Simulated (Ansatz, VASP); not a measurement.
## KF: VASP beside Ansatz

Contents of INCAR:

```
SYSTEM = KF
PREC = Accurate ; ENCUT = 520
EDIFF = 1E-6 ; ISMEAR = 0
SIGMA = 0.05 ; LREAL = .False.
LASPH = .True. ; NELM = 80
ALGO = Normal ; ISIF = 2
LWAVE = .False. ; LCHARG = .False.
NBANDS = 15
```

The input KPOINTS:

```
regular mesh
0
Gamma
  8 8 8
  0 0 0
```

POSCAR

```
KF
1.0
   -0.1361156258      2.5154874739      2.5154874739
    2.5154874739     -0.1361156258      2.5154874739
    2.5154874739      2.5154874739     -0.1361156258
K F
1 1
Direct
    0.0000000000      0.0000000000      0.0000000000
    0.5000000000      0.5000000000      0.5000000000
```

Input for Ansatz:

```yaml
crystal:
  lattice:
    - [-0.1361156258, 2.5154874739, 2.5154874739]
    - [2.5154874739, -0.1361156258, 2.5154874739]
    - [2.5154874739, 2.5154874739, -0.1361156258]
  atoms:
    - { symbol: K, position: [0.0, 0.0, 0.0] }
    - { symbol: F, position: [0.5, 0.5, 0.5] }
basis:
  ecutwfc: 520.0
kpoints:
  mp_grid: { grid: [8, 8, 8] }
hamiltonian:
  xc: lda
scf:
  occupations: { method: gaussian, width: 0.05 }
output:
  forces: true
  stress: true
  eigenvalues: true
```

Alike in both runs: task single point; functional LDA; k mesh 8 × 8 × 8; occupations gaussian, width 0.05 eV; no spin polarisation.

```csv
,VASP,Ansatz
version,VASP 6.6.1,Ansatz 0.2.0
potentials or method,"VASP PAW LDA potentials, release 64 (K_sv, F), cutoff 520 eV","scalar-relativistic, plane waves, PAW"
valence electrons in the cell,16,16
```

|  | VASP | Ansatz | Ansatz less VASP |
| --- | --- | --- | --- |
| gap on the k mesh at the Fermi level (eV) | 6.28 | 6.30 | +0.019 |
| least direct gap on the mesh (eV) | 6.28 | 6.30 | +0.019 |
| pressure (GPa) | 0.0 | -0.2 | -0.24 |
| traceless stress, the component that is largest in VASP (GPa) | 0.58 | 0.60 | +0.018 |

LDA's correlation is that of Perdew and Zunger in VASP and of Perdew and Wang (1992) in Ansatz.
